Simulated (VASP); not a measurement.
Ru, 1 atom in the cell. The structure is cubic, space group Im-3m (No. 229). The conventional cell has a = 2.936 Å, b = 2.936 Å, c = 2.936 Å, α = 90.00°, β = 90.00°, γ = 90.00°. Ru (site symmetry m-3m) has 14 Ru at 2.54 to 2.94 Å within 3.4 Å. 

```yaml
Program: VASP 6.6.1
Task: single point
Functional: PBE
Potentials_or_basis: VASP PAW PBE potentials, release 64 (Ru_pv)
Cutoff: 500 eV
k_mesh: 19 × 19 × 19
Occupations: fermi-dirac, width 0.1 eV
Spin: no spin polarisation
Dipole_correction: no
Further_INCAR_settings: ALGO = Normal; EDIFF = 1e-06; NBANDS = 13
```

Potentials or basis: VASP PAW PBE potentials, release 64 (Ru_pv).

Run with:

```bash
$ cat potpaw_PBE.64/Ru_pv/POTCAR > POTCAR
$ mpirun -np 1 vasp_std > vasp.out
```

Hardware: 1 thread of Intel Xeon 8259CL (shared host).

Question: How long does it take, and how much memory?

Answer: Wall time 42 s on 1 thread of Intel Xeon 8259CL, on a shared host, peak memory 0.15 GiB. Counts: scf iterations 11, k points 220.
